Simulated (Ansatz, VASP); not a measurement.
## W: VASP beside Ansatz

```xyz
1
Lattice="0.0000 2.0503 2.0300 2.0503 0.0000 2.0300 2.0503 2.0503 0.0000" Properties=species:S:1:pos:R:3 pbc="T T T"
W     0.0000    0.0000    0.0000
```

Change from the starting cell: equal xx and yy strain of +1 %.

Alike in both runs: task single point; functional LDA; k mesh 14 × 14 × 14; occupations fermi-dirac, width 0.05 eV; no spin polarisation.

```csv
,VASP,Ansatz
version,VASP 6.6.1,Ansatz 0.2.0
potentials or method,"VASP PAW LDA potentials, release 64 (W_sv), cutoff 520 eV","all-electron LAPW, scalar-relativistic"
```

```csv
,VASP,Ansatz,Ansatz less VASP
pressure (GPa),-21.0,-22.2,-1.20
"traceless stress, the component that is largest in VASP (GPa)",-1.99,-1.98,+0.018
```

LDA's correlation is that of Perdew and Zunger in VASP and of Perdew and Wang (1992) in Ansatz. Ansatz ran all-electron here, and VASP with PAW potentials.

Neither program's run includes spin-orbit coupling.
